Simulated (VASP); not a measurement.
Input of a VASP 6.6.1 run:

File POSCAR:

```
Ta
1.0
   -1.6289626696      1.6289626696      1.6289626696
    1.6289626696     -1.6289626696      1.6289626696
    1.6289626696      1.6289626696     -1.6289626696
Ta
1
Direct
    0.0000000000      0.0000000000      0.0000000000
```

File INCAR.step1:

```
SYSTEM = Ta
  ALGO = Normal
  EDIFF = 1E-5
  ENCUT = 520
  GGA = PE
  ISIF = 2
  ISMEAR = -1
  LASPH = .True.
  LCHARG = .False.
  LREAL = .False.
  LWAVE = .True.
  NBANDS = 12
  NELM = 60
  PREC = Accurate
  SIGMA = 0.05
```

INCAR.step2

```
SYSTEM = Ta
  ALGO = Normal
  EDIFF = 1E-6
  ENCUT = 520
  GGA = PE
  HFSCREEN = 0.2079
  ISIF = 2
  ISMEAR = -1
  ISTART = 1
  LASPH = .True.
  LCHARG = .False.
  LHFCALC = .True.
  LREAL = .False.
  LWAVE = .False.
  NBANDS = 12
  NELM = 60
  PREC = Accurate
  PRECFOCK = Normal
  SIGMA = 0.05
```

KPOINTS

```
k-points
0
Gamma
  6 6 6
  0 0 0
```

Potentials or basis: VASP PAW PBE potentials, release 64 (Ta_pv).

Launch:

```console
$ cat potpaw_PBE.64/Ta_pv/POTCAR > POTCAR
$ cp INCAR.step1 INCAR
$ mpirun -np 1 vasp_std > vasp.out
$ cp INCAR.step2 INCAR
$ mpirun -np 1 vasp_std > vasp.out
```

Q: What does it give for the pressure?

A: 12.6 GPa.

Caveat: the k points lie up to 0.45 Å⁻¹ apart; the PAW data sets were made with another functional, which shifts forces and pressure a little.
